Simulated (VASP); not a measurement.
# As in VASP: further runs

Runs on As. Level: PBE+D3(BJ). Tasks: single point.

All numbers are computed with VASP 6.6.1; they aren't measurements. Logs are shortened: lines on timing, memory, paths and dates and some standing lists are left out, and cuts for length are marked.

## (1) The cell of the first run

The cell holds a slab with vacuum, 2 atoms: a = 3.635 Å, b = 3.635 Å, c = 28.574 Å, α = 90.00°, β = 90.00°, γ = 120.00°.

## (2) Single point, PBE+D3(BJ)

Input file INCAR:

```
  PREC = Accurate
  ENCUT = 520
  EDIFF = 1E-6
  ISMEAR = 0
  SIGMA = 0.02
  LREAL = F
  LASPH = T
  NELM = 100
  ALGO = Normal
  ISIF = 2
  LWAVE = F
  LCHARG = F
  LDIPOL = T
  IDIPOL = 3
  DIPOL = 0.5 0.5 0.500
  GGA = PE
  IVDW = 12
  NBANDS = 12
```

Input file KPOINTS:

```
Automatic mesh
0
Gamma
  9 9 1
```

Input file POSCAR:

```
As
1.0
    3.6350000000      0.0000000000      0.0000000000
   -1.8175000000      3.1480023428      0.0000000000
    0.0000000000      0.0000000000     28.5742413766
As
2
Direct
    0.3333333333      0.6666666667      0.4947680151
    0.6666666667      0.3333333333      0.5052319849
```

Potentials or basis: VASP PAW PBE potentials, release 64 (As).

Started as:

```console
cat potpaw_PBE.64/As/POTCAR > POTCAR
mpirun -np 1 vasp_std > vasp.out
```

OUTCAR:

```text
PREC = Accurate
   ENCUT = 520
   EDIFF = 1E-6
   ISMEAR = 0
   LREAL = F
   LASPH = T
   NELM = 100
   ISIF = 2
   GGA = PE
   IVDW = 12
 IVDW          = 12

 ion  position               nearest neighbor table
   1  0.333  0.667  0.495-   2 2.12   2 2.12   2 2.12
   2  0.667  0.333  0.505-   1 2.12   1 2.12   1 2.12

  LATTYP: Found a hexagonal cell.
 ALAT       =     3.6350000000
 C/A-ratio  =     7.8608642026

  Lattice vectors:

 A1 = (   3.6350000000,   0.0000000000,   0.0000000000)
 A2 = (  -1.8175000000,   3.1480023428,   0.0000000000)
 A3 = (   0.0000000000,   0.0000000000,  28.5742413766)

Analysis of symmetry for initial positions (statically):
=====================================================================
 Subroutine PRICEL returns:
 Original cell was already a primitive cell.

 Routine SETGRP: Setting up the symmetry group for a
 hexagonal supercell.

 Subroutine GETGRP returns: Found 12 space group operations
 (whereof 12 operations were pure point group operations)
 out of a pool of 24 trial point group operations.

The static configuration has the point symmetry D_3d.

Analysis of symmetry for dynamics (positions and initial velocities):
=====================================================================
 Subroutine PRICEL returns:
 Original cell was already a primitive cell.

 Routine SETGRP: Setting up the symmetry group for a
 hexagonal supercell.

 Subroutine GETGRP returns: Found 12 space group operations
 (whereof 12 operations were pure point group operations)
 out of a pool of 24 trial point group operations.

The dynamic configuration has the point symmetry D_3d.

 Subroutine INISYM returns: Found 12 space group operations
 (whereof 12 operations are pure point group operations),
 and found     1 'primitive' translations

----------------------------------------------------------------------------------------

                                     Primitive cell

  volume of cell :     326.9747

  direct lattice vectors                    reciprocal lattice vectors
     3.635000000  0.000000000  0.000000000     0.275103164  0.158830886  0.000000000
    -1.817500000  3.148002343  0.000000000     0.000000000  0.317661771  0.000000000
     0.000000000  0.000000000 28.574241377     0.000000000  0.000000000  0.034996555

  length of vectors
     3.635000000  3.635000000 28.574241377     0.317661771  0.317661771  0.034996555

  position of ions in fractional coordinates (direct lattice)
     0.333333333  0.666666667  0.494768015
     0.666666667  0.333333333  0.505231985

  ion indices of the primitive-cell ions
   primitive index   ion index
                 1           1
                 2           2

----------------------------------------------------------------------------------------

 KPOINTS: Automatic mesh

Automatic generation of k-mesh.
 Grid dimensions read from file:
 generate k-points for:    9    9    1

 Generating k-lattice:

  Cartesian coordinates                     Fractional coordinates (reciprocal lattice)
     0.030567018  0.017647876  0.000000000     0.111111111  0.000000000  0.000000000
     0.000000000  0.035295752  0.000000000     0.000000000  0.111111111  0.000000000
     0.000000000  0.000000000  0.034996555     0.000000000  0.000000000  1.000000000

  Length of vectors
     0.035295752  0.035295752  0.034996555

  Shift w.r.t. Gamma in fractional coordinates (k-lattice)
     0.000000000  0.000000000  0.000000000

 Subroutine IBZKPT returns following result:
 ===========================================

 Found     12 irreducible k-points:

 Following reciprocal coordinates:
            Coordinates               Weight
  0.000000  0.000000  0.000000      1.000000
  0.111111  0.000000  0.000000      6.000000
  0.222222 -0.000000  0.000000      6.000000
  0.333333  0.000000  0.000000      6.000000
  0.444444 -0.000000  0.000000      6.000000
  0.111111  0.111111  0.000000      6.000000
  0.222222  0.111111  0.000000     12.000000
  0.333333  0.111111  0.000000     12.000000
  0.444444  0.111111  0.000000      6.000000
  0.222222  0.222222  0.000000      6.000000
  0.333333  0.222222  0.000000     12.000000
  0.333333  0.333333  0.000000      2.000000
   k-points           NKPTS =     12   k-points in BZ     NKDIM =     12   number of bands    NBANDS=     12
   number of dos      NEDOS =    301   number of ions     NIONS =      2
   total plane-waves  NPLWV = 169344
   dimension x,y,z NGX =    28 NGY =   28 NGZ =  216
   dimension x,y,z NGXF=    56 NGYF=   56 NGZF=  432
   ions per type =               2
   NGX,Y,Z   is equivalent  to a cutoff of  12.81, 12.81, 12.57 a.u.
   NGXF,Y,Z  is equivalent  to a cutoff of  25.61, 25.61, 25.13 a.u.
 SYSTEM =  unknown system
   PREC   = accura    normal or accurate (medium, high low for compatibility)
   ISTART =      0    job   : 0-new  1-cont  2-samecut
   ICHARG =      2    charge: 1-file 2-atom 10-const
   ISPIN  =      1    spin polarized calculation?
   LNONCOLLINEAR =      F non collinear calculations
   LSORBIT =      F    spin-orbit coupling
   LASPH  =      T    aspherical Exc in radial PAW
   ENCUT  =  520.0 eV  38.22 Ry    6.18 a.u.   6.76  6.76 53.13*2*pi/ulx,y,z
   NELM   =    100;   NELMIN=  2; NELMDL= -5     # of ELM steps
   EDIFF  = 0.1E-05   stopping-criterion for ELM
   LREAL  =      F    real-space projection
   EDIFFG = 0.1E-04   stopping-criterion for IOM
   NSW    =      0    number of steps for IOM
   IBRION =     -1    ionic relax: 0-MD 1-quasi-New 2-CG
   NFREE  =      0    steps in history (QN), initial steepest desc. (CG)
   ISIF   =      2    stress and relaxation
   ISYM   =      2    0-nonsym 1-usesym 2-fastsym
   POTIM  = 0.5000    time-step for ionic-motion
   TEBEG  =    0.0;   TEEND  =   0.0 temperature during run
   PSTRESS=    0.0 pullay stress
   NELECT =      10.0000    total number of electrons
   NUPDOWN=      -1.0000    fix difference up-down
   EMIN   =  10.00;   EMAX   =-10.00  energy-range for DOS
   EFERMI =   0.00;   METHOD = LEGACY
   ISMEAR =     0;   SIGMA  =   0.02  broadening in eV -4-tet -1-fermi 0-gaus
   EFERMI_NEDOS =   21; number of points for ismear=-14 and -15
   IALGO  =     38    algorithm
   IMIX   =      4    mixing-type and parameters
     AMIX     =   0.40;   BMIX     =  1.00
     AMIX_MAG =   1.60;   BMIX_MAG =  1.00
  volume/ion in A,a.u.               =     163.49      1103.27
  Fermi-wavevector in a.u.,A,eV,Ry     =   0.511961  0.967466  3.566141  0.262104
  Thomas-Fermi vector in A             =   1.525711
   LORBIT       =      0    0 simple, 1 ext, 2 COOP (PROOUT), +10 PAW based schemes
   GGA     = PE    functional components
   LHFCALC =     F    Hartree Fock is set to
   AEXX    =    0.0000 exact exchange contribution
   IVDW    =    12    specifies the selected vdW correction
   LEPSILON=     F    determine dielectric tensor
   LRPA    =     F    only Hartree local field effects (RPA)
 non-spin polarized calculation
 Gauss-broadening in eV      SIGMA  =   0.02
  energy-cutoff  :      520.00
  volume of cell :      326.97
 maximum number of plane-waves:      8823
 NGX is ok and might be reduce to    28
   NGX = 13   NGY = 13   NGZ =107

 number of electron      10.0000000 magnetization

 dipolmoment           0.000000      0.000000      0.000000 electrons x Angstroem

 number of electron       9.9999999 magnetization

 dipolmoment           0.000000      0.000000     -0.000000 electrons x Angstroem

 Free energy of the ion-electron system (eV)
  ---------------------------------------------------
  ext. energy  EPLUGINS =         0.00000000
  ---------------------------------------------------
  free energy    TOTEN  =        -5.34330320 eV

  energy without entropy =       -5.34162908  energy(sigma->0) =       -5.34246614

 E-fermi :  -2.8115     XC(G=0):  -1.6181

 val. band max:       -2.8114706130   @ k =   0.3333   0.1111   0.0000
 cond. band min:      -2.7276365870   @ k =   0.1111   0.1111   0.0000
 fundamental gap:      0.0838340259
 Fermi energy:        -2.8114649763

 k-point     1 :       0.0000    0.0000    0.0000
  band No.  band energies     occupation
      1     -19.8940      2.00000
      2      -8.7165      2.00000
      3      -7.2830      2.00000
      4      -7.2830      2.00000
      5      -5.0093      2.00000
      6      -1.2922      0.00000
      7      -1.2922      0.00000
      8      -0.8245      0.00000
      9       0.9506      0.00000
     10       1.2569      0.00000
     11       1.6451      0.00000
     12       1.6528      0.00000

 k-point     2 :       0.1111    0.0000    0.0000
  band No.  band energies     occupation
      1     -19.7259      2.00000
      2      -9.1107      2.00000
      3      -8.3068      2.00000
      4      -7.5976      2.00000
      5      -3.7592      2.00000
      6      -1.2368      0.00000
      7      -0.7404      0.00000
      8      -0.6388      0.00000
      9       1.1324      0.00000
     10       1.3880      0.00000
     11       1.5865      0.00000
     12       1.8384      0.00000

 k-point     3 :       0.2222   -0.0000    0.0000
  band No.  band energies     occupation
      1     -19.2282      2.00000
      2     -11.2289      2.00000
      3      -8.2307      2.00000
      4      -7.9357      2.00000
      5      -3.4700      2.00000
      6      -0.9719      0.00000
      7       0.2944      0.00000
      8       0.9636      0.00000
      9       0.9902      0.00000
     10       1.6797      0.00000
     11       2.0299      0.00000
     12       2.3936      0.00000
[... 106 lines left out ...]
 k-point    11 :       0.3333    0.2222    0.0000
  band No.  band energies     occupation
      1     -17.0166      2.00000
      2     -15.1148      2.00000
      3     -10.6973      2.00000
      4      -5.7877      2.00000
      5      -3.9774      2.00000
      6      -0.7467      0.00000
      7       1.3868      0.00000
      8       2.1994      0.00000
      9       2.9170      0.00000
     10       4.5512      0.00000
     11       4.6938      0.00000
     12       4.8262      0.00000

 k-point    12 :       0.3333    0.3333    0.0000
  band No.  band energies     occupation
      1     -16.0645      2.00000
      2     -16.0645      2.00000
      3     -11.1377      2.00000
      4      -4.8757      2.00000
      5      -4.8757      2.00000
      6       0.9426      0.00000
      7       1.6981      0.00000
      8       1.6981      0.00000
      9       2.7695      0.00000
     10       4.2886      0.00000
     11       4.2886      0.00000
     12       5.4864      0.00000

------------------------ aborting loop because EDIFF is reached ----------------------------------------

 vacuum level on the upper side and lower side of the slab       (xc-potential included)        -0.007        -0.007

 Edisp (eV)   -0.42639

 E8    (eV) :    -0.1941

  FORCE on cell =-STRESS in cart. coord.  units (eV):
  Direction    XX          YY          ZZ          XY          YZ          ZX
  --------------------------------------------------------------------------------------
  -------------------------------------------------------------------------------------
  Total      17.20711    17.20711     0.85501     0.00000     0.00000     0.00000
  in kB      84.31488    84.31488     4.18953     0.00000     0.00000     0.00000
  external pressure =       57.61 kB  Pullay stress =        0.00 kB

 VOLUME and BASIS-vectors are now :
 -----------------------------------------------------------------------------
  energy-cutoff  :      520.00
  volume of cell :      326.97
      direct lattice vectors                 reciprocal lattice vectors
     3.635000000  0.000000000  0.000000000     0.275103164  0.158830886  0.000000000
    -1.817500000  3.148002343  0.000000000     0.000000000  0.317661771  0.000000000
     0.000000000  0.000000000 28.574241377     0.000000000  0.000000000  0.034996555

 POSITION                                       TOTAL-FORCE (eV/Angst)
 -----------------------------------------------------------------------------------
     -0.00000      2.09867     14.13762        -0.000000     -0.000000     -2.869116
      1.81750      1.04933     14.43662         0.000000      0.000000      2.869116
 -----------------------------------------------------------------------------------
    total drift:                               -0.000000      0.000000      0.000000

  FREE ENERGIE OF THE ION-ELECTRON SYSTEM (eV)
  ---------------------------------------------------
  free  energy   TOTEN  =        -5.7696915019 eV

  energy  without entropy=       -5.7680173825  energy(sigma->0) =       -5.76885444

 vacuum level on the upper side and lower side of the slab         1.252         1.252
```

Wall time 1.7 min (1 thread of Intel Xeon Platinum 8259CL at 2.50GHz (Skylake/Cascade Lake), shared host); peak memory 0.41 GiB.

What came out:

| Property | Result |
| --- | --- |
| Free energy | -5.7697 eV |
| Largest force | 2.869 eV/Å |
| Band gap on the k mesh | zero (band 5 reaches -2.66 eV, above the bottom of band 6 at -3.59 eV) |
| Dispersion energy per atom | -0.213 eV |

Forces in eV/Å, atoms in the order of the input:
```
As   0.000  0.000 -2.869
As   0.000  0.000  2.869
```

Levels at points of the mesh, in eV from the Fermi level:
| k point | band 1 | band 2 | band 3 | band 4 | band 5 | band 6 | band 7 | band 8 | band 9 | band 10 |
| --- | --- | --- | --- | --- | --- | --- | --- | --- | --- | --- |
| (0.00, 0.00, 0.00) | -17.08 | -5.91 | -4.47 | -4.47 | -2.20 | 1.52 | 1.52 | 1.99 | 3.76 | 4.07 |

## (3) Single point, PBE+D3(BJ)

Input file INCAR:

```
PREC = Accurate
ENCUT = 520
EDIFF = 1E-6
ISMEAR = 0
SIGMA = 0.02
LREAL = False
LASPH = True
NELM = 80
ALGO = Normal
ISIF = 2
LWAVE = False
LCHARG = False
LDIPOL = True
IDIPOL = 3
DIPOL = 0.5 0.5 0.500
GGA = PE
IVDW = 12
NBANDS = 12
```

KPOINTS is that of step 2.

Input file POSCAR:

```
As
1.0
    3.6350000000      0.0000000000      0.0000000000
   -1.8175000000      3.1480023428      0.0000000000
    0.0000000000      0.0000000000     28.5742413766
As
2
Direct
    0.3333333333      0.6666666667      0.4842865470
    0.6666666667      0.3333333333      0.5157134530
```

Potentials or basis: VASP PAW PBE potentials, release 64 (As).

Started as:

```console
cat potpaw_PBE.64/As/POTCAR > POTCAR
mpirun -np 1 vasp_std > vasp.out
```

It took 1.7 min on 1 thread of Intel Xeon Platinum 8259CL at 2.50GHz (Skylake/Cascade Lake), shared host; peak memory 0.42 GiB.

Results (log left out):

```yaml
Free_energy: -8.2547 eV
Largest_force: 4.853 eV/Å
Band_gap_on_the_k_mesh: zero (band 5 reaches -3.14 eV, above the bottom of band 6 at -3.39 eV)
Dispersion_energy_per_atom: -0.210 eV
```

Forces on the atoms (eV/Å):
```
As   0.000  0.000 -4.853
As   0.000  0.000  4.853
```

Levels at points of the mesh, in eV from the Fermi level:
```csv
k point,band 3,band 4,band 5,band 6,band 7,band 8
"(0.00, 0.00, 0.00)",-3.05,-3.05,-0.97,0.01,1.88,1.88
```
